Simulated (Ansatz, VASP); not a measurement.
This is a calculation of CoSi2 for VASP 6.6.1.

INCAR

```
SYSTEM = CoSi2
  ALGO = Normal
  EDIFF = 1E-6
  ENCUT = 600
  GGA = PE
  GGA_COMPAT = .False.
  ISIF = 2
  ISMEAR = -1
  ISPIN = 2
  LASPH = .True.
  LCHARG = .True.
  LELF = .True.
  LMAXMIX = 4
  LORBIT = 11
  LREAL = .False.
  LVHAR = .True.
  LWAVE = .False.
  MAGMOM = 2.5 0 0
  NBANDS = 24
  NELM = 200
  NUPDOWN = 2.5
  PREC = Accurate
  SIGMA = 0.05
```

File KPOINTS:

```
k-points
0
Gamma
  7 7 7
  0 0 0
```

Contents of POSCAR:

```
CoSi2
1.0
    0.0000000000      2.6780000000      2.6780000000
    2.6780000000      0.0000000000      2.6780000000
    2.6780000000      2.6780000000      0.0000000000
Co Si
1 2
Direct
    0.0000000000      0.0000000000      0.0000000000
    0.7500000000      0.7500000000      0.7500000000
    0.2500000000      0.2500000000      0.2500000000
```

Potentials or basis: VASP PAW PBE potentials, release 64 (Co_sv, Si).

Run with:

```sh
$ cat potpaw_PBE.64/Co_sv/POTCAR potpaw_PBE.64/Si/POTCAR > POTCAR
$ mpirun -np 1 vasp_std > vasp.out
```

Q: Translate it to Ansatz 0.2.0. Potentials there: Ansatz PAW.

A: As run (the cutoff follows the program's own potentials):

Contents of input.yaml:

```yaml
crystal:
  lattice:
    - [0.0, 2.678, 2.678]
    - [2.678, 0.0, 2.678]
    - [2.678, 2.678, 0.0]
  atoms:
    - { symbol: Co, position: [0.0, 0.0, 0.0], spin: 2.5 }
    - { symbol: Si, position: [0.75, 0.75, 0.75] }
    - { symbol: Si, position: [0.25, 0.25, 0.25] }
hamiltonian:
  xc: pbe
  pseudopotentials: { kind: paw }
magnetization:
  spin_polarized: true
  initial_magnetization: 2.5
  spin_locking: { lock_magnetization: hard }
kpoints:
  mp_grid: { grid: [7, 7, 7] }
scf:
  occupations: { method: fermi_dirac, width: 0.05 }
  lower_state_search: "off"
output:
  forces: true
  stress: true
  eigenvalues: true
```

Potentials or basis: Ansatz PAW.

Command:

```console
$ ansatz run input.yaml --threads 2 --pin off --max-ram 5632MiB --backend cpu --events-out ev --progress --plain --runs-dir out
```

Both were run:

|  | VASP | Ansatz | Ansatz less VASP |
| --- | --- | --- | --- |
| pressure (GPa) | 18.8 | 20.0 | +1.16 |
| net moment per atom (μB) | 0.83 | 0.83 | 0.000 |
| size of the moment on the site where the two differ most (μB) | 1.38 | 1.42 | +0.039 |

Site moments also hang on the region over which each program counts them.
